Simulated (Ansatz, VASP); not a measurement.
# BN in VASP and in Ansatz

The input INCAR:

```
SYSTEM = BN
PREC = Accurate
ENCUT = 520
EDIFF = 1E-7
ISMEAR = 0
SIGMA = 0.05
LREAL = .FALSE.
LASPH = .TRUE.
NELM = 80
ALGO = Normal
ISIF = 2
LWAVE = .FALSE.
LCHARG = .TRUE.
GGA = PE
IVDW = 12
LELF = .TRUE.
LVHAR = .TRUE.
NBANDS = 16
```

File KPOINTS:

```
Automatic mesh
0
G
  12 12 4
  0 0 0
```

Contents of POSCAR:

```
BN
1.0
    2.5061233057      0.0000000000      0.0000000000
   -1.2530616528      2.1703664477      0.0000000000
    0.0000000000      0.0000000000      6.5973571420
B N
2 2
Direct
   -0.0442321619     -0.0884643237      0.4708974373
    0.3333333333      0.6666666667      0.0000000000
    0.0000000000      0.0000000000      0.0000000000
    0.6666666667      0.3333333333      0.5000000000
```

Input for Ansatz:

```yaml
crystal:
  lattice:
    - [2.5061233057, 0.0, 0.0]
    - [-1.2530616528, 2.1703664477, 0.0]
    - [0.0, 0.0, 6.597357142]
  atoms:
    - { symbol: B, position: [-0.0442321619, -0.0884643237, 0.4708974373] }
    - { symbol: B, position: [0.3333333333, 0.6666666667, 0.0] }
    - { symbol: "N", position: [0.0, 0.0, 0.0] }
    - { symbol: "N", position: [0.6666666667, 0.3333333333, 0.5] }
basis:
  ecutwfc: 420
kpoints:
  mp_grid: { grid: [12, 12, 4] }
hamiltonian:
  xc: pbe
  dispersion: d3bj
scf:
  occupations: { method: gaussian, width: 0.05 }
output:
  forces: true
  stress: true
  eigenvalues: true
```

Alike in both runs: task single point; functional PBE; dispersion D3(BJ); k mesh 12 × 12 × 4; occupations gaussian, width 0.05 eV; no spin polarisation.

|  | VASP | Ansatz |
| --- | --- | --- |
| version | VASP 6.6.1 | Ansatz 0.2.0 |
| potentials or method | VASP PAW PBE potentials, release 64 (B, N), cutoff 520 eV | scalar-relativistic, plane waves, PAW |
| valence electrons in the cell | 16 | 16 |

|  | VASP | Ansatz | Ansatz less VASP |
| --- | --- | --- | --- |
| gap on the k mesh at the Fermi level (eV) | 2.56 | 2.56 | +0.005 |
| least direct gap on the mesh (eV) | 3.92 | 3.92 | +0.001 |
| pressure (GPa) | 6.9 | 6.9 | -0.02 |
| traceless stress, the component that is largest in VASP (GPa) | 18.92 | 18.82 | -0.103 |
| rms of the force components (eV/Å) | 4.146 | 4.147 | +0.0012 |

Atom by atom the forces differ by 0.004 eV/Å (rms over components).
